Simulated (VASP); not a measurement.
Input of a VASP 6.6.1 run:

INCAR

```
SYSTEM = Ge32H19N
ALGO = Normal
EDIFF = 1E-7
ENCUT = 520
GGA = RP
ISIF = 2
ISMEAR = 0
LASPH = .True.
LCHARG = .False.
LREAL = Auto
LWAVE = .False.
NBANDS = 268
NELM = 80
PREC = Accurate
SIGMA = 0.03
```

KPOINTS

```
k-points
0
Gamma
  1 1 1
  0 0 0
```

The input POSCAR:

```
Ge32H19N
1.0
    8.0016200000      8.0016200000      0.0000000000
   -8.0016200000      8.0016200000      0.0000000000
    0.0000000000      0.0000000000     20.9129000000
Ge H N
32 19 1
Direct
   -0.3116030400      0.3132913800      0.3427837100
   -0.1800131100     -0.3066390900      0.3410474200
    0.0448675000     -0.0313232400      0.3839739500
    0.3186772000      0.1916646700      0.3415172000
   -0.0326310900     -0.4644349500      0.3817176100
    0.1970771700     -0.1953826600      0.3495129800
    0.4659074900      0.0328462300      0.3815716000
    0.5406036900     -0.5275329700      0.3812045700
   -0.1191885400      0.3853461400      0.3034134800
   -0.1072994500     -0.1136692400      0.3056212600
    0.1285354500      0.1153524300      0.3019361900
    0.3899336100      0.3850200100      0.3040727100
    0.1135049700     -0.3776158300      0.3018516300
    0.3792686300     -0.1138496700      0.3010590100
    0.6142198100      0.1210309700      0.3038652700
    0.6287020500     -0.3822422600      0.3007152600
    0.0018708600      0.2488179800      0.2354410000
   -0.0003383300     -0.2510783300      0.2292265200
    0.2524494700     -0.0018814500      0.2279505200
    0.4996014200      0.2498135700      0.2292096800
    0.2497157300     -0.4990994200      0.2354178000
    0.5010895000     -0.2500368000      0.2349213700
    0.7510793900      0.0000345500      0.2359402600
    0.7517061000     -0.5020328200      0.2283686300
   -0.1250000000      0.1250000000      0.1644630000
   -0.1250000000     -0.3750000000      0.1644630000
    0.1250000000     -0.1250000000      0.1644630000
    0.3750000000      0.1250000000      0.1644630000
    0.1250000000     -0.6250000000      0.1644630000
    0.3750000000     -0.3750000000      0.1644630000
    0.6250000000     -0.1250000000      0.1644630000
    0.6250000000     -0.6250000000      0.1644630000
   -0.0489780000      0.0489780000      0.1195430000
   -0.2010220000      0.2010220000      0.1195430000
   -0.0489780000     -0.4510220000      0.1195430000
   -0.2010220000     -0.2989780000      0.1195430000
    0.2010220000     -0.2010220000      0.1195430000
    0.0489780000     -0.0489780000      0.1195430000
    0.4510220000      0.0489780000      0.1195430000
    0.2989780000      0.2010220000      0.1195430000
    0.2010220000     -0.7010220000      0.1195430000
    0.0489780000     -0.5489780000      0.1195430000
    0.4510220000     -0.4510220000      0.1195430000
    0.2989780000     -0.2989780000      0.1195430000
    0.7010220000     -0.2010220000      0.1195430000
    0.5489780000     -0.0489780000      0.1195430000
    0.7010220000     -0.7010220000      0.1195430000
    0.5489780000     -0.5489780000      0.1195430000
    0.2058818700     -0.3016232700      0.4650965200
    0.3124359600     -0.1997688500      0.4620224600
    0.3308845300     -0.3293470800      0.4263457100
    0.2700837600     -0.2649506900      0.4369113500
```

Potentials or basis: VASP PAW PBE potentials, release 64 (Ge_d, H, N).

Run with:

```bash
$ cat potpaw_PBE.64/Ge_d/POTCAR potpaw_PBE.64/H/POTCAR potpaw_PBE.64/N/POTCAR > POTCAR
$ mpirun -np 1 vasp_gam > vasp.out
```

Q: Estimate the largest force.

A: 0.781 eV/Å.

Forces on the atoms (eV/Å):
```
Ge  -0.048  0.007  0.088
Ge   0.062  0.004  0.086
Ge  -0.059 -0.001  0.210
Ge   0.073  0.013  0.067
Ge  -0.007 -0.021  0.198
Ge  -0.080  0.010  0.022
Ge  -0.002  0.018  0.208
Ge   0.014  0.000  0.214
Ge   0.029  0.010  0.098
Ge  -0.028 -0.002  0.082
Ge  -0.037 -0.019  0.101
Ge  -0.014  0.000  0.082
Ge   0.020 -0.042  0.063
Ge   0.017  0.043  0.061
Ge   0.020 -0.006  0.089
Ge  -0.018 -0.005  0.101
Ge  -0.003  0.000  0.003
Ge  -0.033 -0.027  0.033
Ge  -0.019  0.023  0.014
Ge  -0.004 -0.010  0.058
Ge   0.009  0.000 -0.009
Ge   0.002  0.005 -0.012
Ge   0.011  0.005  0.003
Ge   0.001 -0.004  0.034
Ge  -0.138  0.044  0.405
Ge   0.045 -0.012 -0.756
Ge  -0.099 -0.086 -0.682
Ge   0.015 -0.079 -0.777
Ge   0.172 -0.020  0.387
Ge  -0.135  0.046  0.357
Ge   0.177  0.062  0.387
Ge  -0.052 -0.076 -0.723
H   -0.018 -0.008 -0.032
H    0.128  0.016 -0.015
H   -0.090  0.047 -0.098
H    0.126 -0.026 -0.058
H   -0.115 -0.063 -0.060
H    0.088  0.003 -0.094
H   -0.089  0.068 -0.097
H    0.129  0.033 -0.060
H   -0.117  0.013 -0.025
H    0.019  0.027 -0.014
H   -0.024 -0.009 -0.031
H    0.119  0.013 -0.025
H   -0.116  0.031 -0.028
H    0.017  0.028 -0.012
H   -0.126 -0.057 -0.057
H    0.091  0.005 -0.068
H    0.013  0.011  0.038
H    0.006 -0.033  0.029
H   -0.009 -0.006  0.047
N    0.077  0.025  0.163
```

Caveat: the k points lie up to 0.56 Å⁻¹ apart; there is no dipole correction, which matters where the two faces differ; the PAW data sets were made with another functional, which shifts forces and pressure a little.
